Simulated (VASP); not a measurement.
A run of VASP 6.6.1 is set up as follows.

Contents of INCAR:

```
SYSTEM = KI
ALGO = Normal ; EDIFF = 1E-6
ENCUT = 520 ; GGA = PE
ISIF = 2 ; ISMEAR = 0
LASPH = .TRUE. ; LCHARG = .FALSE.
LREAL = .FALSE. ; LWAVE = .FALSE.
NBANDS = 15 ; NELM = 80
PREC = Accurate ; SIGMA = 0.05
```

The input KPOINTS:

```
k-points
0
G
  6 6 6
  0 0 0
```

Contents of POSCAR:

```
KI
1.0
    3.9318532552      0.0000000000      0.0000000000
    0.0000000000      3.9318532552      0.0000000000
    0.0000000000      0.0000000000      5.1114092318
K I
1 1
Direct
    0.0000000000      0.0000000000      0.0000000000
    0.5000000000      0.5000000000      0.5000000000
```

Potentials or basis: VASP PAW PBE potentials, release 64 (K_sv, I).

Run with:

```bash
$ cat potpaw_PBE.64/K_sv/POTCAR potpaw_PBE.64/I/POTCAR > POTCAR
$ mpirun -np 1 vasp_std > vasp.out
```

(1) Predict the band gap on the k mesh.

(2) Estimate the pressure.

## Answers

(1) 1.75 eV (least direct gap 2.11 eV).

(2) 0.9 GPa.

Caveat: the stress differs along the axes, from -4 to 4 GPa; spin-orbit coupling is left out, which moves the levels of the heavy elements.
